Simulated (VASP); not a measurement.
# K2SiSb3 (R-3m) in VASP: a series of runs, part 2 of 2

VASP 6.6.1. The steps go on from the part before.

## Step 3: Relaxation of cell and atoms, PBE

This run uses another cell than the first one, of 28.02 Å³/atom, 0.948 times its volume.

INCAR

```
PREC = Accurate
ENCUT = 600
EDIFF = 1E-7
ISMEAR = 0
SIGMA = 0.1
LREAL = F
LASPH = T
NELM = 60
ALGO = Normal
ISIF = 3
LWAVE = F
LCHARG = F
GGA = PE
IBRION = 2
NSW = 90
EDIFFG = -0.04
```

KPOINTS

```
Automatic mesh
0
Gamma
  3 3 3
```

POSCAR

```
K2SiSb3
1.0
    3.2536151800      1.8784756000      4.5852182800
   -3.2536151800      1.8784756000      4.5852182800
    0.0000000000     -3.7569512000      4.5852182800
K Si Sb
2 1 3
Direct
    0.8712233300      0.8712233300      0.8712233300
    0.1287766700      0.1287766700      0.1287766700
    0.5000000000      0.5000000000      0.5000000000
    0.5000000000      0.0000000000      0.5000000000
    0.5000000000      0.5000000000      0.0000000000
    0.0000000000      0.5000000000      0.5000000000
```

Potentials or basis: VASP PAW PBE potentials, release 64 (K_sv, Si, Sb).

On the command line:

```sh
$ cat potpaw_PBE.64/K_sv/POTCAR potpaw_PBE.64/Si/POTCAR potpaw_PBE.64/Sb/POTCAR > POTCAR
$ mpirun -np 1 vasp_std > vasp.out
```

OUTCAR:

```text
PREC = Accurate
   ENCUT = 600
   EDIFF = 1E-7
   ISMEAR = 0
   LREAL = F
   LASPH = T
   NELM = 60
   ISIF = 3
   GGA = PE
   IBRION = 2
   NSW = 90
   EDIFFG = -0.04

 ion  position               nearest neighbor table
   1  0.871  0.871  0.871-   5 3.38   4 3.38   6 3.38   2 3.54   4 3.70   6 3.70   4 3.70   6 3.70
                             5 3.70   5 3.70
   2  0.129  0.129  0.129-   5 3.38   4 3.38   6 3.38   1 3.54   4 3.70   6 3.70   6 3.70   4 3.70
                             5 3.70   5 3.70
   3  0.500  0.500  0.500-   5 2.96   5 2.96   6 2.96   4 2.96   4 2.96   6 2.96
   4  0.500  0.000  0.500-   3 2.96   3 2.96   5 3.25   5 3.25   6 3.25   6 3.25   1 3.38   2 3.38
                             1 3.70   2 3.70   1 3.70   2 3.70
   5  0.500  0.500  0.000-   3 2.96   3 2.96   4 3.25   6 3.25   4 3.25   6 3.25   1 3.38   2 3.38
                             1 3.70   2 3.70   1 3.70   2 3.70
[... 185 lines left out ...]
  Total        1.3866948      1.3866948      4.6516882      0.0000000      0.0000000      0.0000000
  in kB       13.2132133     13.2132133     44.3239207      0.0000000      0.0000000      0.0000000
  external PRESSURE =      23.5834491 kB  Pullay stress =       0.0000000 kB
[... 227 lines left out ...]
--------------------------------------- Ionic step        7  -------------------------------------------

 number of electron      36.9999999 magnetization

 Free energy of the ion-electron system (eV)
  ---------------------------------------------------
  ext. energy  EPLUGINS =         0.00000000
  ---------------------------------------------------
  free energy    TOTEN  =       -20.67908717 eV

  energy without entropy =      -20.63548800  energy(sigma->0) =      -20.65728758

 E-fermi :   5.2233     XC(G=0):  -8.9593

 val. band max:        5.1804933673   @ k =   0.3333   0.0000   0.0000
 cond. band min:       5.2650899057   @ k =   0.3333   0.3333   0.0000
 fundamental gap:      0.0845965384
 Fermi energy:         5.2233292454

 k-point     1 :       0.0000    0.0000    0.0000
  band No.  band energies     occupation
      1     -26.1093      2.00000
      2     -26.0665      2.00000
      3      -9.7940      2.00000
      4      -9.6366      2.00000
      5      -9.6366      2.00000
      6      -9.5739      2.00000
[... 172 lines left out ...]
  FREE ENERGIE OF THE ION-ELECTRON SYSTEM (eV)
  ---------------------------------------------------
  free  energy   TOTEN  =       -20.6790871703 eV

  energy  without entropy=      -20.6354879953  energy(sigma->0) =      -20.65728758

 reached required accuracy - stopping structural energy minimisation
```

OSZICAR:

```text
N       E                     dE             d eps       ncg     rms          rms(c)
DAV:   1     0.252273992868E+03    0.25227E+03   -0.16123E+04   264   0.157E+03
DAV:   2     0.816253322223E+00   -0.25146E+03   -0.24835E+03   300   0.339E+02
DAV:   3    -0.199538658717E+02   -0.20770E+02   -0.20661E+02   426   0.859E+01
[... 73 lines left out ...]
DAV:   4    -0.206791432644E+02    0.40501E-03   -0.47504E-04   324   0.160E-01    0.606E-02
DAV:   5    -0.206790882373E+02    0.55027E-04   -0.20137E-04   312   0.978E-02    0.194E-02
DAV:   6    -0.206790867364E+02    0.15009E-05   -0.42596E-05   352   0.456E-02    0.491E-03
DAV:   7    -0.206790870847E+02   -0.34828E-06   -0.20600E-06   338   0.101E-02    0.285E-03
DAV:   8    -0.206790871703E+02   -0.85543E-07   -0.32474E-07   262   0.372E-03
   7 F= -.20679087E+02 E0= -.20657288E+02  d E =-.809535E-02
```

Run time: 2.8 min. Hardware: 1 thread of Intel Xeon Platinum 8375C at 2.90GHz (Ice Lake), shared host; peak memory 0.35 GiB.

Results:

| Item | Value |
| --- | --- |
| Free energy | -20.6791 eV |
| Relaxed volume | 29.62 Å³/atom |
| Relaxed cell | a = 6.105 Å, b = 6.105 Å, c = 6.105 Å, α = 64.79°, β = 64.79°, γ = 64.79° |
| Space group after relaxing (to 0.05 Å) | R-3m (No. 166) |
| Energy gained by relaxing | 24.9 meV/atom |
| Ionic steps | 7 |
| Pressure after relaxing | 0.0 GPa |
| Largest force after relaxing | 0.021 eV/Å |

Forces in eV/Å, atoms in the order of the input:
```
K    0.000  0.000  0.021
K    0.000  0.000 -0.021
Si   0.000  0.000  0.000
Sb   0.000  0.000  0.000
Sb   0.000  0.000  0.000
Sb   0.000  0.000  0.000
```

Step by step:
| step | energy change (eV) | largest force (eV/Å) | pressure (GPa) | volume (Å³) |
| --- | --- | --- | --- | --- |
| 1 | 0.0000 | 0.4694 | 2.36 | 168.14 |
| 2 | -0.1240 | 0.2496 | -0.01 | 178.34 |
| 3 | -0.1268 | 0.2160 | -0.40 | 180.42 |
| 4 | -0.1375 | 0.1757 | -0.19 | 179.14 |
| 5 | -0.1413 | 0.1356 | 0.04 | 177.86 |
| 6 | -0.1446 | 0.1075 | 0.03 | 177.83 |
| 7 | -0.1494 | 0.0206 | 0.00 | 177.73 |

Final structure:
```
K Si Sb
1.0
     3.27062    1.88829    4.79647
    -3.27062    1.88829    4.79647
     0.00000   -3.77659    4.79647
K Si Sb
2 1 3
Direct
  0.87794 0.87794 0.87794
  0.12206 0.12206 0.12206
  0.50000 0.50000 0.50000
  0.50000 0.00000 0.50000
  0.50000 0.50000 0.00000
  0.00000 0.50000 0.50000
```

Levels at points of the mesh, in eV from the Fermi level:
```tsv
k point	band 14	band 15	band 16	band 17	band 18	band 19	band 20	band 21	band 22
(0.00, 0.00, 0.00)	-3.90	-3.90	-3.51	-2.64	-2.64	0.82	2.27	2.78	2.78
```

Caveat: the k points lie up to 0.40 Å⁻¹ apart in the final cell; spin-orbit coupling is left out, which moves the levels of the heavy elements.

## Step 4: Relaxation of cell and atoms, PBE

INCAR

```
PREC = Accurate
ENCUT = 600
EDIFF = 1E-7
ISMEAR = 0
SIGMA = 0.1
LREAL = F
LASPH = T
NELM = 100
ALGO = Normal
ISIF = 3
LWAVE = F
LCHARG = F
GGA = PE
IBRION = 2
NSW = 100
EDIFFG = -0.01
```

KPOINTS

```
Automatic mesh
0
Gamma
  9 9 9
```

POSCAR

```
K2SiSb3
1.0
    3.2698116393      1.8878266302      4.7877717146
   -3.2698116393      1.8878266302      4.7877717146
    0.0000000000     -3.7756532603      4.7877717146
K Si Sb
2 1 3
Direct
    0.8791221733      0.8791221733      0.8791221733
    0.1208778267      0.1208778267      0.1208778267
    0.5000000000      0.5000000000      0.5000000000
    0.5000000000      0.0000000000      0.5000000000
    0.5000000000      0.5000000000      0.0000000000
    0.0000000000      0.5000000000      0.5000000000
```

On the command line:

```sh
$ cat potpaw_PBE.64/K_sv/POTCAR potpaw_PBE.64/Si/POTCAR potpaw_PBE.64/Sb/POTCAR > POTCAR
$ mpirun -np 1 vasp_std > vasp.out
```

It took 25 min on 1 thread of AMD EPYC 9R45 (Zen 5), shared host; peak memory 0.64 GiB.

The run converged. Its results:

```yaml
Free_energy: -20.6907 eV
Relaxed_volume: 29.82 Å³/atom
Relaxed_cell: a = 6.135 Å, b = 6.135 Å, c = 6.135 Å, α = 64.38°, β = 64.38°, γ = 64.38°
Space_group_after_relaxing_to_0.05_Å: R-3m (No. 166)
Energy_gained_by_relaxing: 1.1 meV/atom
Ionic_steps: 8
Pressure_after_relaxing: 0.0 GPa
Largest_force_after_relaxing: 0.006 eV/Å
```

Forces in eV/Å, atoms in the order of the input:
```
K    0.000  0.000 -0.006
K    0.000  0.000  0.006
Si   0.000  0.000  0.000
Sb   0.000  0.000  0.000
Sb   0.000  0.000  0.000
Sb   0.000  0.000  0.000
```

The path:
```
step  energy change (eV)  largest force (eV/Å)  pressure (GPa)  volume (Å³)
   1              0.0000                0.0998            0.30       177.32
   2             -0.0027                0.0897            0.03       178.74
   3             -0.0031                0.0836           -0.13       179.61
   4             -0.0044                0.0673           -0.10       179.52
   5             -0.0061                0.0256           -0.03       179.29
   6             -0.0061                0.0217           -0.02       179.26
   7             -0.0064                0.0119            0.01       179.06
   8             -0.0064                0.0057            0.04       178.94
```

Final structure:
```
CELL_PARAMETERS angstrom
3.26791 1.88673 4.83688
-3.26791 1.88673 4.83688
0.00000 -3.77346 4.83688
ATOMIC_POSITIONS crystal
K 0.87655 0.87655 0.87655
K 0.12345 0.12345 0.12345
Si 0.50000 0.50000 0.50000
Sb 0.50000 0.00000 0.50000
Sb 0.50000 0.50000 0.00000
Sb 0.00000 0.50000 0.50000
```

Levels at points of the mesh, in eV from the Fermi level:
```csv
k point,band 16,band 17,band 18,band 19,band 20,band 21
"(0.00, 0.00, 0.00)",-2.76,-1.90,-1.90,1.54,3.05,3.55
```

Caveat: spin-orbit coupling is left out, which moves the levels of the heavy elements.

## Step 5: The runs side by side

| task | cell | k mesh | cutoff (eV) | gap on the mesh (eV) | pressure (GPa) | relaxed volume (Å³/atom) | largest force (eV/Å) |
| --- | --- | --- | --- | --- | --- | --- | --- |
| single point | a = 6.097 Å, angles 64.9°, 6 atoms | 3 × 3 × 3 | 520 | none | 0.1 | - | 0.03 |
| relaxation of cell and atoms | relaxed from a = 5.928 Å, angles 66.6°, 6 atoms | 3 × 3 × 3 | 600 | none | 0.0 | 29.62 | 0.02 |
| relaxation of cell and atoms | relaxed from a = 6.097 Å, angles 64.9°, 6 atoms | 9 × 9 × 9 | 600 | none | 0.0 | 29.82 | 0.01 |

Alike in all rows: level PBE; potentials or basis VASP PAW PBE potentials, release 64 (K_sv, Si, Sb); no spin polarisation; smearing gaussian 0.1 eV.

Caveats: some runs use coarse meshes; spin-orbit coupling is left out, which moves the levels of the heavy elements.

Total energies depend on the potentials used, so only differences within one code and one set of settings carry meaning.
